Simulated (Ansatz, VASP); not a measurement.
**Ti in VASP and in Ansatz**

```
Ti
1.0
     2.95000    0.00000    0.00000
    -1.47500    2.55477    0.00000
     0.00000    0.00000    4.59228
Ti
2
Cartesian
  0.0000 1.7032 1.1481
  1.4750 0.8516 3.4442
```

Change from the starting cell: zz strain of -2 %, crystal datasets.

Alike in both runs: task electric field gradients; functional PBEsol; k mesh 13 × 13 × 7; occupations fermi-dirac, width 0.08 eV; no spin polarisation.

|  | VASP | Ansatz |
| --- | --- | --- |
| version | VASP 6.6.1 | Ansatz 0.2.0 |
| potentials or method | VASP PAW PBE potentials, release 64 (Ti_sv), cutoff 400 eV | all-electron PAW with datasets made for the crystal, scalar-relativistic |

VASP gave:

- pressure (GPa): -4.6
- traceless stress, the component that is largest in VASP (GPa): 1.18
- size of Vzz on the site where it differs most (V/Å²): 21.2

What did Ansatz give for the same quantities?

Pressure (GPa): -3.7; traceless stress, the component that is largest in VASP (GPa): 1.16; size of Vzz on the site where it differs most (V/Å²): 22.8.

VASP's potentials were made for PBE, not for PBEsol. Ansatz ran all-electron here, and VASP with PAW potentials. Ansatz's warnings: printed levels off.
